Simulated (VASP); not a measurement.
# Au (Fm-3m) in VASP: a series of runs

The runs below take Au through single point, with LDA.

Program: VASP 6.6.1. These are calculated values, not measurements. Logs are shortened: lines on timing, memory, paths and dates and some standing lists are left out, and cuts for length are marked.

### 1 The cell of the first run

The structure is cubic, space group Fm-3m (No. 225). Conventional cell: a = 4.046 Å, b = 4.046 Å, c = 4.046 Å, α = 90.00°, β = 90.00°, γ = 90.00°. Au (site symmetry m-3m) has 12 Au at 2.86 Å within 3.8 Å.

### 2 Single point, LDA

File INCAR:

```
PREC     = Accurate       # precision mode
ENCUT    = 520            # plane-wave cutoff, eV
EDIFF    = 1E-7           # SCF threshold, eV
ISMEAR   = 0              # smearing method
SIGMA    = 0.1            # smearing width, eV
LREAL    = False          # projectors in reciprocal space
LASPH    = True           # aspherical terms in the spheres
NELM     = 60             # most SCF steps
ALGO     = Normal         # electronic algorithm
ISIF     = 2              # what is computed and relaxed
LWAVE    = False          # write WAVECAR
LCHARG   = True           # write CHGCAR
GGA      = CA             # functional
LELF     = True           # ELF
LVHAR    = True         
NBANDS   = 12             # bands
```

File KPOINTS:

```
Automatic mesh
0
Gamma
  13 13 13
```

File POSCAR:

```
Au
1.0
    0.0000000000      2.0229622709      2.0229622709
    2.0229622709      0.0000000000      2.0229622709
    2.0229622709      2.0229622709      0.0000000000
Au
1
Direct
    0.0000000000      0.0000000000      0.0000000000
```

Potentials or basis: VASP PAW LDA potentials, release 64 (Au).

Started as:

```sh
$ cat potpaw_LDA.64/Au/POTCAR > POTCAR
$ mpirun -np 1 vasp_std > vasp.out
```

OUTCAR:

```text
PREC = Accurate
   ENCUT = 520
   EDIFF = 1E-7
   ISMEAR = 0
   LREAL = False
   LASPH = True
   NELM = 60
   ISIF = 2
   GGA = CA

 ion  position               nearest neighbor table
   1  0.000  0.000  0.000-

  LATTYP: Found a face centered cubic cell.
 ALAT       =     4.0459245418

  Lattice vectors:

 A1 = (   0.0000000000,   2.0229622709,   2.0229622709)
 A2 = (   2.0229622709,   0.0000000000,   2.0229622709)
 A3 = (   2.0229622709,   2.0229622709,   0.0000000000)

Analysis of symmetry for initial positions (statically):
=====================================================================
 Subroutine PRICEL returns:
 Original cell was already a primitive cell.

 Routine SETGRP: Setting up the symmetry group for a
 face centered cubic supercell.

 Subroutine GETGRP returns: Found 48 space group operations
 (whereof 48 operations were pure point group operations)
 out of a pool of 48 trial point group operations.

The static configuration has the point symmetry O_h .

Analysis of symmetry for dynamics (positions and initial velocities):
=====================================================================
 Subroutine PRICEL returns:
 Original cell was already a primitive cell.

 Routine SETGRP: Setting up the symmetry group for a
 face centered cubic supercell.

 Subroutine GETGRP returns: Found 48 space group operations
 (whereof 48 operations were pure point group operations)
 out of a pool of 48 trial point group operations.

The dynamic configuration has the point symmetry O_h .

 Subroutine INISYM returns: Found 48 space group operations
 (whereof 48 operations are pure point group operations),
 and found     1 'primitive' translations

----------------------------------------------------------------------------------------

                                     Primitive cell

  volume of cell :      16.5574

  direct lattice vectors                    reciprocal lattice vectors
     0.000000000  2.022962271  2.022962271    -0.247162296  0.247162296  0.247162296
     2.022962271  0.000000000  2.022962271     0.247162296 -0.247162296  0.247162296
     2.022962271  2.022962271  0.000000000     0.247162296  0.247162296 -0.247162296

  length of vectors
     2.860900680  2.860900680  2.860900680     0.428097655  0.428097655  0.428097655

  position of ions in fractional coordinates (direct lattice)
     0.000000000  0.000000000  0.000000000

  ion indices of the primitive-cell ions
   primitive index   ion index
                 1           1

----------------------------------------------------------------------------------------

 KPOINTS: Automatic mesh

Automatic generation of k-mesh.
 Grid dimensions read from file:
 generate k-points for:   13   13   13

 Generating k-lattice:

  Cartesian coordinates                     Fractional coordinates (reciprocal lattice)
    -0.019012484  0.019012484  0.019012484     0.076923077  0.000000000  0.000000000
     0.019012484 -0.019012484  0.019012484     0.000000000  0.076923077  0.000000000
     0.019012484  0.019012484 -0.019012484     0.000000000  0.000000000  0.076923077

  Length of vectors
     0.032930589  0.032930589  0.032930589

  Shift w.r.t. Gamma in fractional coordinates (k-lattice)
     0.000000000  0.000000000  0.000000000

 Subroutine IBZKPT returns following result:
 ===========================================

 Found     84 irreducible k-points:

 Following reciprocal coordinates:
            Coordinates               Weight
  0.000000  0.000000  0.000000      1.000000
  0.076923  0.000000  0.000000      8.000000
  0.153846  0.000000  0.000000      8.000000
  0.230769  0.000000  0.000000      8.000000
  0.307692  0.000000  0.000000      8.000000
  0.384615  0.000000  0.000000      8.000000
[... 16 lines left out ...]
  0.384615  0.153846  0.000000     24.000000
  0.461538  0.153846  0.000000     24.000000
 [... further k-points ...]
   k-points           NKPTS =     84   k-points in BZ     NKDIM =     84   number of bands    NBANDS=     12
   number of dos      NEDOS =    301   number of ions     NIONS =      1
   total plane-waves  NPLWV =  13824
   dimension x,y,z NGX =    24 NGY =   24 NGZ =   24
   dimension x,y,z NGXF=    48 NGYF=   48 NGZF=   48
   ions per type =               1
   NGX,Y,Z   is equivalent  to a cutoff of  13.95, 13.95, 13.95 a.u.
   NGXF,Y,Z  is equivalent  to a cutoff of  27.89, 27.89, 27.89 a.u.
 SYSTEM =  unknown system
   PREC   = accura    normal or accurate (medium, high low for compatibility)
   ISTART =      0    job   : 0-new  1-cont  2-samecut
   ICHARG =      2    charge: 1-file 2-atom 10-const
   ISPIN  =      1    spin polarized calculation?
   LNONCOLLINEAR =      F non collinear calculations
   LSORBIT =      F    spin-orbit coupling
   LASPH  =      T    aspherical Exc in radial PAW
   ENCUT  =  520.0 eV  38.22 Ry    6.18 a.u.   5.32  5.32  5.32*2*pi/ulx,y,z
   NELM   =     60;   NELMIN=  2; NELMDL= -5     # of ELM steps
   EDIFF  = 0.1E-06   stopping-criterion for ELM
   LREAL  =      F    real-space projection
   EDIFFG = 0.1E-05   stopping-criterion for IOM
   NSW    =      0    number of steps for IOM
   IBRION =     -1    ionic relax: 0-MD 1-quasi-New 2-CG
   NFREE  =      0    steps in history (QN), initial steepest desc. (CG)
   ISIF   =      2    stress and relaxation
   ISYM   =      2    0-nonsym 1-usesym 2-fastsym
   POTIM  = 0.5000    time-step for ionic-motion
   TEBEG  =    0.0;   TEEND  =   0.0 temperature during run
   PSTRESS=    0.0 pullay stress
   NELECT =      11.0000    total number of electrons
   NUPDOWN=      -1.0000    fix difference up-down
   EMIN   =  10.00;   EMAX   =-10.00  energy-range for DOS
   EFERMI =   0.00;   METHOD = LEGACY
   ISMEAR =     0;   SIGMA  =   0.10  broadening in eV -4-tet -1-fermi 0-gaus
   EFERMI_NEDOS =   21; number of points for ismear=-14 and -15
   IALGO  =     38    algorithm
   IMIX   =      4    mixing-type and parameters
     AMIX     =   0.40;   BMIX     =  1.00
     AMIX_MAG =   1.60;   BMIX_MAG =  1.00
  volume/ion in A,a.u.               =      16.56       111.74
  Fermi-wavevector in a.u.,A,eV,Ry     =   1.428481  2.699439 27.763495  2.040559
  Thomas-Fermi vector in A             =   2.548539
   LORBIT       =      0    0 simple, 1 ext, 2 COOP (PROOUT), +10 PAW based schemes
   GGA     = CA    functional components
   LHFCALC =     F    Hartree Fock is set to
   AEXX    =    0.0000 exact exchange contribution
   IVDW    =     0    specifies the selected vdW correction
   LEPSILON=     F    determine dielectric tensor
   LRPA    =     F    only Hartree local field effects (RPA)
 non-spin polarized calculation
 Gauss-broadening in eV      SIGMA  =   0.10
  energy-cutoff  :      520.00
  volume of cell :       16.56
 maximum number of plane-waves:       459
 NGX is ok and might be reduce to    24
   NGX = 11   NGY = 11   NGZ = 11

 number of electron      10.9999999 magnetization

 Free energy of the ion-electron system (eV)
  ---------------------------------------------------
  ext. energy  EPLUGINS =         0.00000000
  ---------------------------------------------------
  free energy    TOTEN  =        -4.44939793 eV

  energy without entropy =       -4.44787205  energy(sigma->0) =       -4.44863499

 E-fermi :   9.8313     XC(G=0): -13.1516

 val. band max:        9.8072646967   @ k =   0.4615   0.3846   0.0000
 cond. band min:       9.8359385990   @ k =   0.4615   0.3077   0.0000
 fundamental gap:      0.0286739023
 Fermi energy:         9.8313281928

 k-point     1 :       0.0000    0.0000    0.0000
  band No.  band energies     occupation
      1      -0.4430      2.00000
      2       4.9059      2.00000
      3       4.9059      2.00000
      4       4.9059      2.00000
      5       6.5235      2.00000
      6       6.5235      2.00000
      7      24.2236      0.00000
      8      28.3439      0.00000
      9      28.3439      0.00000
     10      28.3439      0.00000
     11      33.4683      0.00000
     12      38.3716      0.00000

 k-point     2 :       0.0769    0.0000    0.0000
  band No.  band energies     occupation
      1      -0.2316      2.00000
      2       4.8355      2.00000
      3       4.9794      2.00000
      4       4.9794      2.00000
      5       6.4903      2.00000
      6       6.4903      2.00000
      7      24.4813      0.00000
      8      27.1254      0.00000
      9      28.6085      0.00000
     10      28.6085      0.00000
     11      34.3565      0.00000
     12      36.4272      0.00000

 k-point     3 :       0.1538    0.0000    0.0000
  band No.  band energies     occupation
      1       0.3662      2.00000
      2       4.6894      2.00000
      3       5.1404      2.00000
      4       5.1404      2.00000
      5       6.4575      2.00000
      6       6.4575      2.00000
      7      24.4844      0.00000
      8      25.3654      0.00000
      9      29.3153      0.00000
     10      29.3153      0.00000
     11      32.7207      0.00000
     12      35.0442      0.00000

 k-point     4 :       0.2308    0.0000    0.0000
  band No.  band energies     occupation
      1       1.1961      2.00000
      2       4.6859      2.00000
      3       5.2137      2.00000
      4       5.2137      2.00000
      5       6.6094      2.00000
      6       6.6094      2.00000
      7      21.8523      0.00000
      8      25.4635      0.00000
      9      29.9999      0.00000
     10      29.9999      0.00000
     11      31.6319      0.00000
     12      33.1929      0.00000

 k-point     5 :       0.3077    0.0000    0.0000
  band No.  band energies     occupation
      1       1.8772      2.00000
      2       5.1182      2.00000
      3       5.1182      2.00000
      4       5.2532      2.00000
      5       7.0071      2.00000
      6       7.0071      2.00000
      7      18.8258      0.00000
      8      24.8744      0.00000
      9      29.2986      0.00000
     10      29.2986      0.00000
     11      32.5734      0.00000
     12      33.1826      0.00000
[... 228 lines left out ...]
      1       1.3035      2.00000
      2       4.1438      2.00000
      3       5.4430      2.00000
      4       5.6408      2.00000
      5       6.0608      2.00000
      6       6.9256      2.00000
      7      24.2818      0.00000
      8      26.1478      0.00000
      9      26.5981      0.00000
     10      27.9503      0.00000
     11      30.8386      0.00000
     12      34.5520      0.00000

 k-point    22 :       0.3077    0.1538    0.0000
  band No.  band energies     occupation
      1       2.0940      2.00000
      2       4.0962      2.00000
      3       5.1280      2.00000
      4       5.6937      2.00000
      5       6.7865      2.00000
      6       7.2364      2.00000
      7      21.2607      0.00000
      8      25.8635      0.00000
      9      25.9363      0.00000
     10      27.9365      0.00000
     11      31.2847      0.00000
     12      34.4665      0.00000

 k-point    23 :       0.3846    0.1538    0.0000
  band No.  band energies     occupation
      1       2.5909      2.00000
      2       4.5040      2.00000
      3       4.8654      2.00000
      4       5.5890      2.00000
      5       7.6119      2.00000
      6       7.9045      2.00000
      7      18.0899      0.00000
      8      24.9545      0.00000
      9      25.3984      0.00000
     10      27.1373      0.00000
     11      33.5488      0.00000
     12      34.6243      0.00000

 k-point    24 :       0.4615    0.1538    0.0000
  band No.  band energies     occupation
      1       2.7011      2.00000
      2       4.5732      2.00000
      3       5.4000      2.00000
      4       5.4471      2.00000
      5       7.8314      2.00000
      6       9.4426      2.00000
      7      15.1212      0.00000
      8      24.0777      0.00000
      9      25.2572      0.00000
     10      26.1490      0.00000
     11      34.9383      0.00000
     12      36.0037      0.00000

 [... further k-points ...]

------------------------ aborting loop because EDIFF is reached ----------------------------------------

  FORCE on cell =-STRESS in cart. coord.  units (eV):
  Direction    XX          YY          ZZ          XY          YZ          ZX
  --------------------------------------------------------------------------------------
  -------------------------------------------------------------------------------------
  Total        0.0432449      0.0432449      0.0432449      0.0000000     -0.0000000      0.0000000
  in kB        4.1845849      4.1845849      4.1845849      0.0000000     -0.0000000      0.0000000
  external PRESSURE =       4.1845849 kB  Pullay stress =       0.0000000 kB

 VOLUME and BASIS-vectors are now :
 -----------------------------------------------------------------------------
  energy-cutoff  :      520.00
  volume of cell :       16.56
      direct lattice vectors                 reciprocal lattice vectors
     0.000000000  2.022962271  2.022962271    -0.247162296  0.247162296  0.247162296
     2.022962271  0.000000000  2.022962271     0.247162296 -0.247162296  0.247162296
     2.022962271  2.022962271  0.000000000     0.247162296  0.247162296 -0.247162296

 POSITION                                       TOTAL-FORCE (eV/Angst)
 -----------------------------------------------------------------------------------
      0.00000      0.00000      0.00000         0.000000      0.000000      0.000000
 -----------------------------------------------------------------------------------
    total drift:                               -0.000000      0.000000      0.000000

  FREE ENERGIE OF THE ION-ELECTRON SYSTEM (eV)
  ---------------------------------------------------
  free  energy   TOTEN  =        -4.4493979274 eV

  energy  without entropy=       -4.4478720503  energy(sigma->0) =       -4.44863499
```

Wall time 7.3 s (1 thread of Intel Xeon Platinum 8488C (Sapphire Rapids), shared host); peak memory 0.14 GiB.

What came out:

```
Free energy : -4.4494 eV
Pressure    : 0.4 GPa
```

Caveat: spin-orbit coupling is left out, which moves the levels of the heavy elements.

(Part 1 of 3 ends here.)
